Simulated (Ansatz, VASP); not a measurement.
MgO in VASP and in Ansatz

```xyz
2
Lattice="0.0000 2.0809 2.0809 2.0809 0.0000 2.0809 2.0809 2.0809 0.0000" Properties=species:S:1:pos:R:3 pbc="T T T"
Mg    0.0000    0.0000    0.0000
O     2.0809    2.0809    2.0809
```

Alike in both runs: task single point; functional r2SCAN; k mesh 8 × 8 × 8; no spin polarisation.

```csv
,VASP,Ansatz
version,VASP 6.6.1,Ansatz 0.2.0
potentials or method,"VASP PAW PBE potentials, release 64 (Mg_sv, O)","plane waves, PAW"
plane-wave cutoff (eV),750,500
occupations,"gaussian, width 0.01 eV",fixed
valence electrons in the cell,16,16
```

```tsv
	VASP	Ansatz	Ansatz less VASP
gap on the k mesh at the Fermi level (eV)	6.02	6.00	-0.020
pressure (GPa)	5.1	5.4	+0.33
```

VASP's potentials were made for PBE, not for r2SCAN.
